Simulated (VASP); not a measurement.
# Si (P-1) in VASP: relaxation of cell and atoms with PBEsol-based global hybrid

Aim: the relaxation of cell and atoms of Si with PBEsol-based global hybrid.

All numbers are computed with VASP 6.6.1; they aren't measurements. Logs are shortened: lines on timing, memory, paths and dates and some standing lists are left out, and cuts for length are marked.

## 1. The cell of the first run

The typed cell holds 1 atom: a = 2.622 Å, b = 2.745 Å, c = 2.618 Å, α = 102.53°, β = 99.83°, γ = 125.45°.

## 2. Relaxation of cell and atoms, PBEsol-based global hybrid

POSCAR

```
Si
1.0
   -1.6322467100      1.6887678500      1.1666669100
    1.7308028500     -1.6932995100      1.2936920400
    1.6246017100      1.6856545100     -1.1722508300
Si
1
Direct
    0.0000000000      0.0000000000      0.0000000000
```

INCAR.step1

```
SYSTEM = Si
PREC = Accurate ; ENCUT = 600
EDIFF = 1E-5 ; ISMEAR = -1
SIGMA = 0.05 ; LREAL = .FALSE.
LASPH = .TRUE. ; NELM = 80
ALGO = Normal ; LWAVE = .TRUE.
LCHARG = .FALSE. ; GGA = PE
NBANDS = 8
```

INCAR.step2

```
SYSTEM = Si
PREC = Accurate ; ENCUT = 600
EDIFF = 1E-7 ; ISMEAR = -1
SIGMA = 0.05 ; LREAL = .FALSE.
LASPH = .TRUE. ; NELM = 80
ALGO = Normal ; ISIF = 3
LWAVE = .FALSE. ; LCHARG = .FALSE.
GGA = PS ; LHFCALC = .TRUE.
AEXX = 0.25 ; PRECFOCK = Normal
IBRION = 2 ; NSW = 60
EDIFFG = -0.01 ; ISTART = 1
```

KPOINTS

```
Automatic mesh
0
G
  7 7 6
  0 0 0
```

Potentials or basis: VASP PAW PBE potentials, release 64 (Si).

Run with:

```console
cat potpaw_PBE.64/Si/POTCAR > POTCAR
cp INCAR.step1 INCAR
mpirun -np 1 vasp_std > vasp.out
cp INCAR.step2 INCAR
mpirun -np 1 vasp_std > vasp.out
```

OUTCAR:

```text
SYSTEM = Si
   PREC = Accurate
   ENCUT = 600
   EDIFF = 1E-7
   ISMEAR = -1
   LREAL = .FALSE.
   LASPH = .TRUE.
   NELM = 80
   ISIF = 3
   GGA = PS
   LHFCALC = .TRUE.
   AEXX = 0.25
   PRECFOCK = Normal
   IBRION = 2
   NSW = 60
   EDIFFG = -0.01
   ISTART = 1

 ion  position               nearest neighbor table
   1  0.000  0.000  0.000-

  LATTYP: Found a triclinic cell.
 ALAT       =     4.5080021996
 B/A-ratio  =     0.5462145275
 C/A-ratio  =     0.7485434769
 COS(alpha) =     0.0035845061
 COS(beta)  =     0.3789219790
 COS(gamma) =     0.8490195419

  Lattice vectors:

 A1 = (   1.8293589900,  -1.6978311700,   3.7540509900)
 A2 = (   0.0985561400,  -0.0045316600,   2.4603589500)
 A3 = (   0.0076450000,  -3.3744223600,   0.0055839200)

Analysis of symmetry for initial positions (statically):
=====================================================================
 Subroutine PRICEL returns:
 Original cell was already a primitive cell.

 Routine SETGRP: Setting up the symmetry group for a
 triclinic supercell.

 Subroutine GETGRP returns: Found  2 space group operations
 (whereof  2 operations were pure point group operations)
 out of a pool of  2 trial point group operations.

The static configuration has the point symmetry S_2 .

Analysis of symmetry for dynamics (positions and initial velocities):
=====================================================================
 Subroutine PRICEL returns:
 Original cell was already a primitive cell.

 Routine SETGRP: Setting up the symmetry group for a
 triclinic supercell.

 Subroutine GETGRP returns: Found  2 space group operations
 (whereof  2 operations were pure point group operations)
 out of a pool of  2 trial point group operations.

The dynamic configuration has the point symmetry S_2 .

 Subroutine INISYM returns: Found  2 space group operations
 (whereof  2 operations are pure point group operations),
 and found     1 'primitive' translations

----------------------------------------------------------------------------------------

                                     Primitive cell

  volume of cell :      13.9085

  direct lattice vectors                    reciprocal lattice vectors
    -1.632246710  1.688767850  1.166666910    -0.014073878  0.296989545  0.407555541
     1.730802850 -1.693299510  1.293692040     0.283730534  0.001296585  0.395081575
     1.624601710  1.685654510 -1.172250830     0.299117217  0.297005767 -0.011434880

  length of vectors
     2.622456454  2.745283379  2.618192860     0.504482292  0.486409445  0.421680319

  position of ions in fractional coordinates (direct lattice)
     0.000000000  0.000000000  0.000000000

  ion indices of the primitive-cell ions
   primitive index   ion index
                 1           1

----------------------------------------------------------------------------------------

 KPOINTS: Automatic mesh

Automatic generation of k-mesh.
 Grid dimensions read from file:
 generate k-points for:    7    7    6

 Generating k-lattice:

  Cartesian coordinates                     Fractional coordinates (reciprocal lattice)
    -0.002010554  0.042427078  0.058222220     0.142857143  0.000000000 -0.000000000
     0.040532933  0.000185226  0.056440225     0.000000000  0.142857143  0.000000000
     0.049852870  0.049500961 -0.001905813     0.000000000 -0.000000000  0.166666667

  Length of vectors
     0.072068899  0.069487064  0.070280053

  Shift w.r.t. Gamma in fractional coordinates (k-lattice)
     0.000000000  0.000000000  0.000000000

 Subroutine IBZKPT returns following result:
 ===========================================

 Found    148 irreducible k-points:

 Following reciprocal coordinates:
            Coordinates               Weight
  0.000000  0.000000  0.000000      1.000000
  0.142857  0.000000 -0.000000      2.000000
  0.285714  0.000000 -0.000000      2.000000
  0.428571 -0.000000 -0.000000      2.000000
  0.000000  0.142857  0.000000      2.000000
  0.142857  0.142857 -0.000000      2.000000
[... 16 lines left out ...]
 -0.428571  0.428571  0.000000      2.000000
 -0.285714  0.428571  0.000000      2.000000
 [... further k-points ...]
   k-points           NKPTS =    148   k-points in BZ     NKDIM =    294   number of bands    NBANDS=      6
   number of dos      NEDOS =    301   number of ions     NIONS =      1
   total plane-waves  NPLWV =  13824
   dimension x,y,z NGX =    24 NGY =   24 NGZ =   24
   dimension x,y,z NGXF=    48 NGYF=   48 NGZF=   48
   ions per type =               1
   NGX,Y,Z   is equivalent  to a cutoff of  15.21, 14.53, 15.24 a.u.
   NGXF,Y,Z  is equivalent  to a cutoff of  30.43, 29.07, 30.48 a.u.
 SYSTEM =  Si
   PREC   = accura    normal or accurate (medium, high low for compatibility)
   ISTART =      1    job   : 0-new  1-cont  2-samecut
   ICHARG =      0    charge: 1-file 2-atom 10-const
   ISPIN  =      1    spin polarized calculation?
   LNONCOLLINEAR =      F non collinear calculations
   LSORBIT =      F    spin-orbit coupling
   LASPH  =      T    aspherical Exc in radial PAW
   ENCUT  =  600.0 eV  44.10 Ry    6.64 a.u.   5.24  5.48  5.23*2*pi/ulx,y,z
   NELM   =     80;   NELMIN=  2; NELMDL=  0     # of ELM steps
   EDIFF  = 0.1E-06   stopping-criterion for ELM
   LREAL  =      F    real-space projection
   EDIFFG = -.1E-01   stopping-criterion for IOM
   NSW    =     60    number of steps for IOM
   IBRION =      2    ionic relax: 0-MD 1-quasi-New 2-CG
   NFREE  =      1    steps in history (QN), initial steepest desc. (CG)
   ISIF   =      3    stress and relaxation
   ISYM   =      3    0-nonsym 1-usesym 2-fastsym
   POTIM  = 0.5000    time-step for ionic-motion
   TEBEG  =    0.0;   TEEND  =   0.0 temperature during run
   PSTRESS=    0.0 pullay stress
   NELECT =       4.0000    total number of electrons
   NUPDOWN=      -1.0000    fix difference up-down
   EMIN   =  10.00;   EMAX   =-10.00  energy-range for DOS
   EFERMI =   0.00;   METHOD = LEGACY
   ISMEAR =    -1;   SIGMA  =   0.05  broadening in eV -4-tet -1-fermi 0-gaus
   EFERMI_NEDOS =   21; number of points for ismear=-14 and -15
   IALGO  =     38    algorithm
   IMIX   =      1    mixing-type and parameters
     AMIX     =   0.40;   BMIX     =  1.00
     AMIX_MAG =   1.60;   BMIX_MAG =  1.00
  volume/ion in A,a.u.               =      13.91        93.86
  Fermi-wavevector in a.u.,A,eV,Ry     =   1.080609  2.042054 15.887725  1.167715
  Thomas-Fermi vector in A             =   2.216604
   LORBIT       =      0    0 simple, 1 ext, 2 COOP (PROOUT), +10 PAW based schemes
   GGA     = PS    functional components
   LHFCALC =     T    Hartree Fock is set to
   PRECFOCK=normal    Normal, Fast or Accurate (Low or Medium for compatibility)
   ENCUT4O =  -1.0   cutoff for four orbital integrals eV
   NKREDX  =     1    reduce k-point grid by
   NKREDY  =     1    reduce k-point grid by
   NKREDZ  =     1    reduce k-point grid by
   AEXX    =    0.2500 exact exchange contribution
   HFSCREEN=    0.0000 screening length (either q_TF or 0.3 A-1)
   HFSCREENC=   0.0000 screening length for correlation (either q_TF or 0.3 A-1)
   ENCUTFOCK=  -1.0 apply spherical cutoff to Coloumb kernel
   IVDW    =     0    specifies the selected vdW correction
   LEPSILON=     F    determine dielectric tensor
   LRPA    =     F    only Hartree local field effects (RPA)
 conjugate gradient relaxation of ions
 non-spin polarized calculation
  energy-cutoff  :      600.00
  volume of cell :       13.91
 maximum number of plane-waves:       475
 NGX is ok and might be reduce to    24
  NGX = 16; NGY = 18; NGZ = 16

--------------------------------------- Ionic step        1  -------------------------------------------

 number of electron       4.0000000 magnetization

 Free energy of the ion-electron system (eV)
  ---------------------------------------------------
  ext. energy  EPLUGINS =         0.00000000
  ---------------------------------------------------
  free energy    TOTEN  =        -6.41368516 eV

  energy without entropy =       -6.41319357  energy(sigma->0) =       -6.41343936

------------------------ aborting loop because EDIFF is reached ----------------------------------------

  FORCE on cell =-STRESS in cart. coord.  units (eV):
  Direction    XX          YY          ZZ          XY          YZ          ZX
  --------------------------------------------------------------------------------------
  -------------------------------------------------------------------------------------
  Total       -0.0446286     -0.4499981      0.8892318      0.0957585      0.4555797      0.6193576
  in kB       -5.1409621    -51.8372543    102.4345052     11.0308404     52.4802268     71.3465182
  external PRESSURE =      15.1520963 kB  Pullay stress =       0.0000000 kB
[... 86 lines left out ...]
  FREE ENERGIE OF THE ION-ELECTRON SYSTEM (eV)
  ---------------------------------------------------
  free  energy   TOTEN  =        -6.4692144891 eV

  energy  without entropy=       -6.4687272267  energy(sigma->0) =       -6.46897086

[... ionic steps 4 to 7 ...]

--------------------------------------- Ionic step        8  -------------------------------------------

 number of electron       4.0000000 magnetization

------------------------ aborting loop because EDIFF is reached ----------------------------------------

  FORCE on cell =-STRESS in cart. coord.  units (eV):
  Direction    XX          YY          ZZ          XY          YZ          ZX
  --------------------------------------------------------------------------------------
  -------------------------------------------------------------------------------------
  Total        0.0289973     -0.0078275     -0.0628416      0.0185729      0.0657985      0.0089491
  in kB        3.2906862     -0.8882836     -7.1314202      2.1076960      7.4669677      1.0155601
  external PRESSURE =      -1.5763392 kB  Pullay stress =       0.0000000 kB
[... 55 lines left out ...]
  energy  without entropy=       -6.4724570893  energy(sigma->0) =       -6.47272056

--------------------------------------- Ionic step       10  -------------------------------------------

 number of electron       4.0000000 magnetization

 Free energy of the ion-electron system (eV)
  ---------------------------------------------------
  ext. energy  EPLUGINS =         0.00000000
  ---------------------------------------------------
  free energy    TOTEN  =        -6.47298754 eV

  energy without entropy =       -6.47246991  energy(sigma->0) =       -6.47272873

 E-fermi :  10.7353     XC(G=0):  -8.8997

 val. band max:       10.2692439093   @ k =  -0.2857   0.1429   0.3333
 cond. band min:      10.7372298165   @ k =   0.1429   0.1429   0.1667
 fundamental gap:      0.4679859072
 Fermi energy:        10.7353344875

 k-point     1 :       0.0000    0.0000    0.0000
  band No.  band energies     occupation
      1      -6.6175      2.00000
      2      20.5441      0.00000
      3      20.9092      0.00000
      4      21.5789      0.00000
      5      23.3791      0.00000
      6      25.1411      0.00000

 k-point     2 :       0.1429    0.0000   -0.0000
  band No.  band energies     occupation
      1      -5.8384      2.00000
      2      17.6047      0.00000
      3      19.6340      0.00000
      4      20.5785      0.00000
      5      22.5355      0.00000
      6      25.4100      0.00000
[... 190 lines left out ...]
 k-point    24 :      -0.2857    0.4286    0.0000
  band No.  band energies     occupation
      1      -2.6272      2.00000
      2       6.3932      2.00000
      3      14.8921      0.00000
      4      22.4105      0.00000
      5      24.3630      0.00000
      6      28.4689      0.00000

 [... further k-points ...]
[... 5 lines left out ...]
  --------------------------------------------------------------------------------------
  -------------------------------------------------------------------------------------
  Total       -0.0050995     -0.0097670      0.0070746     -0.0025044      0.0000484      0.0089743
  in kB       -0.5792092     -1.1093524      0.8035502     -0.2844514      0.0054918      1.0193155
  external PRESSURE =      -0.2950038 kB  Pullay stress =       0.0000000 kB
[... 16 lines left out ...]
  FREE ENERGIE OF THE ION-ELECTRON SYSTEM (eV)
  ---------------------------------------------------
  free  energy   TOTEN  =        -6.4729875394 eV

  energy  without entropy=       -6.4724699115  energy(sigma->0) =       -6.47272873

 reached required accuracy - stopping structural energy minimisation
```

It took 57 min on 1 thread of Intel Xeon 6975P-C (Granite Rapids), shared host; peak memory 0.15 GiB.

What came out:

```
Free energy                            : -6.4730 eV
Relaxed volume                         : 14.11 Å³/atom
Relaxed cell                           : a = 2.599 Å, b = 2.779 Å, c = 2.532 Å, α = 101.85°, β = 99.91°, γ = 122.91°
Space group after relaxing (to 0.05 Å) : P-1 (No. 2)
Energy gained by relaxing              : 59.3 meV/atom
Ionic steps                            : 10
Pressure after relaxing                : 0.0 GPa
Band gap on the k mesh                 : zero (band 2 reaches 20.54 eV, above the bottom of band 3 at 6.50 eV)
```

Stress tensor (GPa, compression positive):
```
-0.06 -0.03  0.10
-0.03 -0.11  0.00
 0.10  0.00  0.08
```

Step by step:
```
step  energy change (eV)  largest force (eV/Å)  pressure (GPa)  volume (Å³)
   1              0.0000                0.0000            1.52        13.91
   2             -0.0547                0.0000           -0.46        14.14
   3             -0.0555                0.0000           -0.46        14.13
   4             -0.0588                0.0000            0.53        14.06
   5             -0.0591                0.0000            0.37        14.07
   6             -0.0591                0.0000            0.26        14.08
   7             -0.0591                0.0000            0.29        14.08
   8             -0.0591                0.0000           -0.16        14.12
   9             -0.0593                0.0000            0.06        14.10
  10             -0.0593                0.0000           -0.03        14.11
```

Final structure:
```
Si
1.0
    -1.59004    1.67650    1.19047
     1.77106   -1.63986    1.37769
     1.57403    1.62502   -1.13807
Si
1
Direct
  0.00000 0.00000 0.00000
```

Levels at points of the mesh, in eV from the Fermi level:
| k point | band 1 | band 2 | band 3 | band 4 | band 5 | band 6 |
| --- | --- | --- | --- | --- | --- | --- |
| (0.00, 0.00, 0.00) | -17.35 | 9.81 | 10.17 | 10.84 | 12.64 | 14.41 |
| (0.00, 0.00, 0.50) | -10.66 | -9.29 | 10.57 | 11.88 | 13.77 | 15.22 |

Caveat: the k points lie up to 0.45 Å⁻¹ apart in the final cell; the PAW data sets were made with another functional, which shifts forces and pressure a little.
